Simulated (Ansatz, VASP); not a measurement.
## LiH in VASP and in Ansatz

```
CELL_PARAMETERS angstrom
0.00000 2.00862 2.00862
2.00862 0.00000 2.00862
2.00862 2.00862 0.00000
ATOMIC_POSITIONS crystal
Li 0.00000 0.00000 0.00000
H 0.50000 0.50000 0.50000
```

Alike in both runs: task single point; functional r2SCAN; k mesh 10 × 10 × 10; no spin polarisation.

|  | VASP | Ansatz |
| --- | --- | --- |
| version | VASP 6.6.1 | Ansatz 0.2.0 |
| potentials or method | VASP PAW PBE potentials, release 64 (Li_sv, H), cutoff 520 eV | scalar-relativistic, plane waves, PAW |
| occupations | fermi-dirac, width 0.25852 eV | fermi-dirac |
| valence electrons in the cell | 4 | 4 |

Ansatz gave:

```
gap on the k mesh at the Fermi level (eV) : 3.64
least direct gap on the mesh (eV)         : 3.64
```

Problem. Which values does VASP return?

Solution. gap on the k mesh at the Fermi level (eV): 3.59; least direct gap on the mesh (eV): 3.59.

VASP's potentials were made for PBE, not for r2SCAN. Ansatz's warnings: stress scf threshold loose.

Noted on VASP's run: the cutoff is short for stress, so the pressure is rough.
